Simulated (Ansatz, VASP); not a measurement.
# One calculation of SiC, two programs

Contents of INCAR:

```
SYSTEM = SiC
  PREC = Accurate
  ENCUT = 520
  EDIFF = 1E-6
  ISMEAR = -1
  SIGMA = 0.05
  LREAL = .FALSE.
  LASPH = .TRUE.
  NELM = 60
  ALGO = Normal
  ISIF = 2
  LWAVE = .FALSE.
  LCHARG = .FALSE.
  GGA = PE
  NBANDS = 11
```

The input KPOINTS:

```
Automatic mesh
0
G
  16 16 16
  0 0 0
```

The input POSCAR:

```
SiC
1.0
    0.0000000000      2.1740000000      2.1740000000
    2.1740000000      0.0000000000      2.1740000000
    2.1740000000      2.1740000000      0.0000000000
Si C
1 1
Direct
    0.0000000000      0.0000000000      0.0260206992
    0.7500000000      0.7500000000      0.7500000000
```

Input for Ansatz:

```yaml
crystal:
  lattice:
    - [0.0, 2.174, 2.174]
    - [2.174, 0.0, 2.174]
    - [2.174, 2.174, 0.0]
  atoms:
    - { symbol: Si, position: [0.0, 0.0, 0.0260206992] }
    - { symbol: C, position: [0.75, 0.75, 0.75] }
kpoints:
  mp_grid: { grid: [16, 16, 16] }
scf:
  occupations: { method: fermi_dirac, width: 0.05 }
hamiltonian:
  xc: pbe
  pseudopotentials: { kind: all_electron, lapw: { basis_error: 0.00025 } }
output:
  forces: true
  stress: true
  eigenvalues: true
```

Alike in both runs: task single point; functional PBE; k mesh 16 × 16 × 16; occupations fermi-dirac, width 0.05 eV; no spin polarisation.

|  | VASP | Ansatz |
| --- | --- | --- |
| version | VASP 6.6.1 | Ansatz 0.2.0 |
| potentials or method | VASP PAW PBE potentials, release 64 (Si, C), cutoff 520 eV | all-electron LAPW, scalar-relativistic |

```csv
,VASP,Ansatz,Ansatz less VASP
pressure (GPa),5.6,5.6,+0.06
"traceless stress, the component that is largest in VASP (GPa)",-3.90,-3.90,+0.003
rms of the force components (eV/Å),0.915,0.914,-0.0004
```

Atom by atom the forces differ by 0.000 eV/Å (rms over components). Ansatz ran all-electron here, and VASP with PAW potentials.
